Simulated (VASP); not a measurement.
# LaSc2F (I4/mmm) in VASP: further runs

LaSc2F is run at these levels: PBE; tasks: single point, relaxation of cell and atoms.

Everything below comes from runs of VASP 6.6.1. Logs are shortened: lines on timing, memory, paths and dates and some standing lists are left out, and cuts for length are marked.

## 1. The cell of the first run

Symmetry: I4/mmm, No. 139, tetragonal system. Conventional cell: a = 5.359 Å, b = 5.359 Å, c = 5.874 Å, α = 90.00°, β = 90.00°, γ = 90.00°. La (site symmetry 4/mmm) has 4 Sc at 2.68 Å and 2 F at 2.94 Å within 3.5 Å. Sc (site symmetry mmm) has 2 La at 2.68 Å and 2 F at 2.68 Å and 2 Sc at 2.94 Å within 3.5 Å. Within 3.5 Å of F (site symmetry 4/mmm) lie 4 Sc at 2.68 Å and 2 La at 2.94 Å.

The cell was generated, and may not be a known phase.

## 2. Single point, PBE

INCAR

```
ALGO = Normal
EDIFF = 1E-6
ENCUT = 520
GGA = PE
ISIF = 2
ISMEAR = 0
LASPH = T
LCHARG = F
LREAL = F
LWAVE = F
NBANDS = 28
NELM = 60
PREC = Accurate
SIGMA = 0.1
```

KPOINTS

```
k-points
0
Gamma
  4 4 4
```

POSCAR

```
LaSc2F
1.0
   -2.6793921900      2.6793921900      2.9371342900
    2.6793921900     -2.6793921900      2.9371342900
    2.6793921900      2.6793921900     -2.9371342900
La Sc F
1 2 1
Direct
    0.5000000000      0.5000000000      0.0000000000
    0.5000000000      0.0000000000      0.5000000000
    0.0000000000      0.5000000000      0.5000000000
    0.0000000000      0.0000000000      0.0000000000
```

Potentials or basis: VASP PAW PBE potentials, release 64 (La, Sc_sv, F).

Command:

```
$ cat potpaw_PBE.64/La/POTCAR potpaw_PBE.64/Sc_sv/POTCAR potpaw_PBE.64/F/POTCAR > POTCAR
$ mpirun -np 1 vasp_std > vasp.out
```

OUTCAR:

```text
EDIFF = 1E-6
   ENCUT = 520
   GGA = PE
   ISIF = 2
   ISMEAR = 0
   LASPH = T
   LREAL = F
   NELM = 60
   PREC = Accurate

 ion  position               nearest neighbor table
   1  0.500  0.500  0.000-   2 2.68   3 2.68   2 2.68   3 2.68
   2  0.500  0.000  0.500-   1 2.68   1 2.68   3 2.94   3 2.94
   3  0.000  0.500  0.500-   1 2.68   1 2.68   2 2.94   2 2.94
   4  0.000  0.000  0.000-

  LATTYP: Found a body centered tetragonal cell.
 ALAT       =     5.3587843800
 C/A-ratio  =     1.0961942417

  Lattice vectors:

 A1 = (  -2.6793921900,   2.6793921900,   2.9371342900)
 A2 = (   2.6793921900,  -2.6793921900,   2.9371342900)
 A3 = (   2.6793921900,   2.6793921900,  -2.9371342900)

Analysis of symmetry for initial positions (statically):
=====================================================================
 Subroutine PRICEL returns:
 Original cell was already a primitive cell.

 Routine SETGRP: Setting up the symmetry group for a
 body centered tetragonal supercell.

 Subroutine GETGRP returns: Found 16 space group operations
 (whereof 16 operations were pure point group operations)
 out of a pool of 16 trial point group operations.

The static configuration has the point symmetry D_4h.

Analysis of symmetry for dynamics (positions and initial velocities):
=====================================================================
 Subroutine PRICEL returns:
 Original cell was already a primitive cell.

 Routine SETGRP: Setting up the symmetry group for a
 body centered tetragonal supercell.

 Subroutine GETGRP returns: Found 16 space group operations
 (whereof 16 operations were pure point group operations)
 out of a pool of 16 trial point group operations.

The dynamic configuration has the point symmetry D_4h.

 Subroutine INISYM returns: Found 16 space group operations
 (whereof 16 operations are pure point group operations),
 and found     1 'primitive' translations

----------------------------------------------------------------------------------------

                                     Primitive cell

  volume of cell :      84.3444

  direct lattice vectors                    reciprocal lattice vectors
    -2.679392190  2.679392190  2.937134290     0.000000000  0.186609486  0.170233960
     2.679392190 -2.679392190  2.937134290     0.186609486  0.000000000  0.170233960
     2.679392190  2.679392190 -2.937134290     0.186609486  0.186609486  0.000000000

[... 74 lines left out ...]
   NELM   =     60;   NELMIN=  2; NELMDL= -5     # of ELM steps
   EDIFF  = 0.1E-05   stopping-criterion for ELM
   LREAL  =      F    real-space projection
   EDIFFG = 0.1E-04   stopping-criterion for IOM
   NSW    =      0    number of steps for IOM
   IBRION =     -1    ionic relax: 0-MD 1-quasi-New 2-CG
   NFREE  =      0    steps in history (QN), initial steepest desc. (CG)
   ISIF   =      2    stress and relaxation
   ISYM   =      2    0-nonsym 1-usesym 2-fastsym
   POTIM  = 0.5000    time-step for ionic-motion
   TEBEG  =    0.0;   TEEND  =   0.0 temperature during run
   PSTRESS=    0.0 pullay stress
   NELECT =      40.0000    total number of electrons
   NUPDOWN=      -1.0000    fix difference up-down
   EMIN   =  10.00;   EMAX   =-10.00  energy-range for DOS
   EFERMI =   0.00;   METHOD = LEGACY
   ISMEAR =     0;   SIGMA  =   0.10  broadening in eV -4-tet -1-fermi 0-gaus
   EFERMI_NEDOS =   21; number of points for ismear=-14 and -15
   IALGO  =     38    algorithm
   IMIX   =      4    mixing-type and parameters
     AMIX     =   0.40;   BMIX     =  1.00
     AMIX_MAG =   1.60;   BMIX_MAG =  1.00
  volume/ion in A,a.u.               =      21.09       142.30
  Fermi-wavevector in a.u.,A,eV,Ry     =   1.276662  2.412542 22.175682  1.629867
  Thomas-Fermi vector in A             =   2.409306
   LORBIT       =      0    0 simple, 1 ext, 2 COOP (PROOUT), +10 PAW based schemes
   GGA     = PE    functional components
   LHFCALC =     F    Hartree Fock is set to
   AEXX    =    0.0000 exact exchange contribution
   IVDW    =     0    specifies the selected vdW correction
   LEPSILON=     F    determine dielectric tensor
   LRPA    =     F    only Hartree local field effects (RPA)
 non-spin polarized calculation
 Gauss-broadening in eV      SIGMA  =   0.10
  energy-cutoff  :      520.00
  volume of cell :       84.34
 maximum number of plane-waves:      2288
   NGX = 17   NGY = 17   NGZ = 17

 number of electron      39.9999997 magnetization

 Free energy of the ion-electron system (eV)
  ---------------------------------------------------
  ext. energy  EPLUGINS =         0.00000000
  ---------------------------------------------------
  free energy    TOTEN  =       -19.93182515 eV

  energy without entropy =      -19.88580007  energy(sigma->0) =      -19.90881261

 E-fermi :   5.8718     XC(G=0): -10.1738

 val. band max:        5.8621412984   @ k =   0.0000   0.0000   0.0000
 cond. band min:       5.8868433568   @ k =   0.5000   0.5000   0.5000
 fundamental gap:      0.0247020583
 Fermi energy:         5.8718395655

 k-point     1 :       0.0000    0.0000    0.0000
  band No.  band energies     occupation
      1     -43.3815      2.00000
      2     -43.3033      2.00000
      3     -26.3572      2.00000
      4     -22.2826      2.00000
      5     -22.2826      2.00000
      6     -22.2085      2.00000
[... 392 lines left out ...]
     27       8.3126      0.00000
     28       8.4997      0.00000

------------------------ aborting loop because EDIFF is reached ----------------------------------------

  FORCE on cell =-STRESS in cart. coord.  units (eV):
  Direction    XX          YY          ZZ          XY          YZ          ZX
  --------------------------------------------------------------------------------------
  -------------------------------------------------------------------------------------
  Total        4.0126352      4.0126352      0.3751542      0.0000000      0.0000000      0.0000000
  in kB       76.2226235     76.2226235      7.1262992      0.0000000      0.0000000      0.0000000
  external PRESSURE =      53.1905154 kB  Pullay stress =       0.0000000 kB

 VOLUME and BASIS-vectors are now :
 -----------------------------------------------------------------------------
  energy-cutoff  :      520.00
  volume of cell :       84.34
      direct lattice vectors                 reciprocal lattice vectors
    -2.679392190  2.679392190  2.937134290     0.000000000  0.186609486  0.170233960
     2.679392190 -2.679392190  2.937134290     0.186609486  0.000000000  0.170233960
     2.679392190  2.679392190 -2.937134290     0.186609486  0.186609486  0.000000000

 POSITION                                       TOTAL-FORCE (eV/Angst)
 -----------------------------------------------------------------------------------
      0.00000      0.00000      2.93713        -0.000000      0.000000     -0.000000
      0.00000      2.67939      0.00000        -0.000000     -0.000000      0.000000
      2.67939      0.00000      0.00000         0.000000      0.000000      0.000000
      0.00000      0.00000      0.00000        -0.000000      0.000000     -0.000000
 -----------------------------------------------------------------------------------
    total drift:                                0.000000      0.000000     -0.000000

  FREE ENERGIE OF THE ION-ELECTRON SYSTEM (eV)
  ---------------------------------------------------
  free  energy   TOTEN  =       -19.9318251484 eV

  energy  without entropy=      -19.8858000742  energy(sigma->0) =      -19.90881261
```

stdout:

```text
POSCAR found type information on POSCAR LaScF
 POSCAR found :  3 types and       4 ions
 scaLAPACK will be used
 LDA part: xc-table for (Slater+PW92), standard interpolation
 POSCAR, INCAR and KPOINTS ok, starting setup
 FFT: planning ... GRIDC
 FFT: planning ... GRID_SOFT
 FFT: planning ... GRID
 WAVECAR not read
 entering main loop
```

Run time: 79 s. Hardware: 1 thread of Oxide Virtual Turin-like, shared host; peak memory 0.19 GiB.

Results:

```yaml
Free_energy: -19.9318 eV
Pressure: 5.3 GPa
Band_gap_on_the_k_mesh: zero (bands 20 and 21 overlap by 1.37 eV)
```

Levels at points of the mesh, in eV from the Fermi level:
```csv
k point,band 18,band 19,band 20,band 21,band 22,band 23
"(0.00, 0.00, 0.00)",-2.05,-1.80,-1.80,-0.96,-0.01,1.77
"(0.50, 0.00, 0.00)",-0.92,-0.12,-0.04,0.39,0.70,1.02
"(0.50, 0.50, 0.00)",-0.32,-0.30,-0.11,0.58,0.77,1.12
"(0.50, 0.50, 0.50)",-0.84,-0.25,-0.08,0.01,0.01,1.48
```

Caveat: the k points lie up to 0.40 Å⁻¹ apart, too coarse for converged energies and pressures of a metal; spin-orbit coupling is left out, which moves the levels of the heavy elements.

## 3. Single point, PBE

This run uses another cell than the first one, of 25.27 Å³/atom.

INCAR

```
PREC = Accurate
ENCUT = 520
EDIFF = 1E-7
ISMEAR = 0
SIGMA = 0.1
LREAL = F
LASPH = T
NELM = 80
ALGO = Normal
ISIF = 2
LWAVE = F
LCHARG = T
GGA = PE
LELF = T
LVHAR = T
NBANDS = 28
```

KPOINTS

```
regular mesh
0
Gamma
  4 4 4
```

POSCAR

```
LaSc2F
1.0
   -3.1015980040      3.1015980040      2.6264692973
    3.1015980040     -3.1015980040      2.6264692973
    3.1015980040      3.1015980040     -2.6264692973
La Sc F
1 2 1
Direct
    0.5000000000      0.5000000000      0.0000000000
    0.5000000000      0.0000000000      0.5000000000
    0.0000000000      0.5000000000      0.5000000000
    0.0000000000      0.0000000000      0.0000000000
```

Potentials or basis: VASP PAW PBE potentials, release 64 (La, Sc_sv, F).

Command:

```
$ cat potpaw_PBE.64/La/POTCAR potpaw_PBE.64/Sc_sv/POTCAR potpaw_PBE.64/F/POTCAR > POTCAR
$ mpirun -np 1 vasp_std > vasp.out
```

OUTCAR:

```text
PREC = Accurate
   ENCUT = 520
   EDIFF = 1E-7
   ISMEAR = 0
   LREAL = F
   LASPH = T
   NELM = 80
   ISIF = 2
   GGA = PE

 ion  position               nearest neighbor table
   1  0.500  0.500  0.000-   4 2.63   4 2.63   2 3.10   2 3.10   3 3.10   3 3.10
   2  0.500  0.000  0.500-   3 2.63   3 2.63   1 3.10   1 3.10
   3  0.000  0.500  0.500-   2 2.63   2 2.63   1 3.10   1 3.10
   4  0.000  0.000  0.000-   1 2.63   1 2.63

  LATTYP: Found a body centered tetragonal cell.
 ALAT       =     6.2031960080
 C/A-ratio  =     0.8468116416

  Lattice vectors:

 A1 = (  -3.1015980040,   3.1015980040,   2.6264692973)
 A2 = (   3.1015980040,  -3.1015980040,   2.6264692973)
 A3 = (   3.1015980040,   3.1015980040,  -2.6264692973)

Analysis of symmetry for initial positions (statically):
=====================================================================
 Subroutine PRICEL returns:
 Original cell was already a primitive cell.

 Routine SETGRP: Setting up the symmetry group for a
[... 157 lines left out ...]
  free energy    TOTEN  =       -20.51480618 eV

  energy without entropy =      -20.49452518  energy(sigma->0) =      -20.50466568

 E-fermi :   4.5726     XC(G=0):  -9.3906

 val. band max:        4.5538998610   @ k =   0.5000   0.5000   0.0000
 cond. band min:       4.5811511454   @ k =  -0.2500   0.2500   0.0000
 fundamental gap:      0.0272512844
 Fermi energy:         4.5725635673

 k-point     1 :       0.0000    0.0000    0.0000
  band No.  band energies     occupation
      1     -44.8345      2.00000
      2     -44.6134      2.00000
      3     -28.0422      2.00000
      4     -24.0496      2.00000
      5     -23.5284      2.00000
      6     -23.5284      2.00000
[... 392 lines left out ...]
     27       6.6154      0.00000
     28       6.7018      0.00000

------------------------ aborting loop because EDIFF is reached ----------------------------------------

  FORCE on cell =-STRESS in cart. coord.  units (eV):
  Direction    XX          YY          ZZ          XY          YZ          ZX
  --------------------------------------------------------------------------------------
  -------------------------------------------------------------------------------------
  Total        0.0345698      0.0345698     -0.0548690      0.0000000      0.0000000      0.0000000
  in kB        0.5480304      0.5480304     -0.8698293      0.0000000      0.0000000      0.0000000
  external PRESSURE =       0.0754105 kB  Pullay stress =       0.0000000 kB

 VOLUME and BASIS-vectors are now :
 -----------------------------------------------------------------------------
  energy-cutoff  :      520.00
  volume of cell :      101.07
      direct lattice vectors                 reciprocal lattice vectors
    -3.101598004  3.101598004  2.626469297     0.000000000  0.161207223  0.190369634
     3.101598004 -3.101598004  2.626469297     0.161207223  0.000000000  0.190369634
     3.101598004  3.101598004 -2.626469297     0.161207223  0.161207223  0.000000000

 POSITION                                       TOTAL-FORCE (eV/Angst)
 -----------------------------------------------------------------------------------
      0.00000      0.00000      2.62647         0.000000     -0.000000     -0.000000
      0.00000      3.10160      0.00000        -0.000000      0.000000      0.000000
      3.10160      0.00000      0.00000        -0.000000      0.000000      0.000000
      0.00000      0.00000      0.00000         0.000000     -0.000000      0.000000
 -----------------------------------------------------------------------------------
    total drift:                               -0.000000     -0.000000      0.000000

  FREE ENERGIE OF THE ION-ELECTRON SYSTEM (eV)
  ---------------------------------------------------
  free  energy   TOTEN  =       -20.5148061759 eV

  energy  without entropy=      -20.4945251818  energy(sigma->0) =      -20.50466568
```

OSZICAR:

```text
N       E                     dE             d eps       ncg     rms          rms(c)
DAV:   1     0.650198344959E+03    0.65020E+03   -0.16520E+04   728   0.185E+03
DAV:   2     0.774004841771E+02   -0.57280E+03   -0.55705E+03   976   0.547E+02
DAV:   3    -0.121613358946E+02   -0.89562E+02   -0.87377E+02  1284   0.260E+02
DAV:   4    -0.223202416421E+02   -0.10159E+02   -0.95548E+01  1320   0.571E+01
DAV:   5    -0.231745027521E+02   -0.85426E+00   -0.83559E+00  1244   0.167E+01    0.997E+00
DAV:   6    -0.209486398786E+02    0.22259E+01   -0.33513E+01  1136   0.344E+01    0.522E+00
DAV:   7    -0.205300932726E+02    0.41855E+00   -0.57236E+00  1304   0.178E+01    0.284E+00
DAV:   8    -0.205146633496E+02    0.15430E-01   -0.49781E-01  1312   0.515E+00    0.758E-01
DAV:   9    -0.205147336518E+02   -0.70302E-04   -0.37426E-02  1344   0.163E+00    0.310E-01
DAV:  10    -0.205149482780E+02   -0.21463E-03   -0.18138E-02  1272   0.972E-01    0.985E-02
DAV:  11    -0.205147529203E+02    0.19536E-03   -0.16286E-03  1264   0.307E-01    0.655E-02
DAV:  12    -0.205148197330E+02   -0.66813E-04   -0.53338E-04  1272   0.172E-01    0.293E-02
DAV:  13    -0.205148075141E+02    0.12219E-04   -0.95642E-05  1128   0.806E-02    0.860E-03
DAV:  14    -0.205148061319E+02    0.13822E-05   -0.18250E-05  1272   0.341E-02    0.388E-03
DAV:  15    -0.205148062379E+02   -0.10601E-06   -0.20949E-06  1172   0.118E-02    0.142E-03
DAV:  16    -0.205148061759E+02    0.61979E-07   -0.30746E-07   880   0.449E-03
   1 F= -.20514806E+02 E0= -.20504666E+02  d E =-.202810E-01
```

Wall time 1.8 min (1 thread of Oxide Virtual Turin-like, shared host); peak memory 0.23 GiB.

What came out:

| Quantity | Value |
| --- | --- |
| Free energy | -20.5148 eV |
| Pressure | 0.0 GPa |
| Band gap on the k mesh | zero (bands 20 and 21 overlap by 0.64 eV) |

Caveat: the k points lie up to 0.39 Å⁻¹ apart, too coarse for converged energies and pressures of a metal; spin-orbit coupling is left out, which moves the levels of the heavy elements.

(Continued in part 2 of 2.)

The gap in the log of VASP goes by the Fermi energy; the results here count the filled bands.